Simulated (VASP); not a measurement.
## ScH: single point with PBE+D3(BJ)

ScH, a sheet with vacuum:

```
Sc H
1.0
     3.19507    0.00000    0.00000
    -1.59753    2.76701    0.00000
     0.00000    0.00000   33.13084
Sc H
2 2
Direct
  0.33333 0.66667 0.23214
  0.66667 0.33333 0.31116
  0.00000 0.00000 0.20220
  0.00000 0.00000 0.34110
```

| Item | Value |
| --- | --- |
| Program | VASP 6.6.1 |
| Task | single point |
| Functional | PBE |
| Dispersion | D3(BJ) |
| Potentials or basis | VASP PAW PBE potentials, release 64 (Sc_sv, H) |
| Cutoff | 520 eV |
| k mesh | 18 × 18 × 1 |
| Occupations | gaussian, width 0.1 eV |
| Spin | collinear spin |
| Starting moments | [0.28, 0.28, 0.0, 0.0] μB |
| Dipole correction | yes |
| Further INCAR settings | ALGO = Normal; EDIFF = 1e-06; NBANDS = 24 |

```yaml
Largest_force: 0.011 eV/Å
Net_moment: 1.48 μB per cell
Site_moments: Sc +0.44; H -0.00 μB
Valence_electrons_inside_the_program's_atomic_spheres: Sc 9.40; H 0.55
Dispersion_energy_per_atom: -0.154 eV
```

Forces on the atoms (eV/Å):
```
Sc   0.000  0.000  0.004
Sc   0.000  0.000 -0.004
H    0.000  0.000 -0.011
H    0.000  0.000  0.011
```

Levels at points of the mesh, in eV from the Fermi level:
Spin up:
| k point | band 10 | band 11 | band 12 | band 13 | band 14 | band 15 | band 16 | band 17 |
| --- | --- | --- | --- | --- | --- | --- | --- | --- |
| (0.00, 0.00, 0.00) | -5.85 | -1.76 | -0.53 | 0.61 | 1.21 | 1.21 | 1.29 | 1.29 |
| (0.50, 0.00, 0.00) | -4.16 | -1.36 | -1.14 | -0.54 | 0.61 | 1.70 | 2.47 | 2.65 |
Spin down:
```tsv
k point	band 7	band 8	band 9	band 10	band 11	band 12	band 13	band 14	band 15	band 16
(0.00, 0.00, 0.00)	-27.78	-27.78	-6.10	-5.52	-1.32	0.08	1.09	1.73	1.73	1.82
(0.50, 0.00, 0.00)	-27.91	-27.85	-4.08	-4.04	-1.04	-0.20	0.46	1.06	1.95	2.88
```

Wall time 12 min on 1 thread of AMD EPYC 9R45 96-Core Processor (Zen 5), on a shared host, peak memory 0.69 GiB.
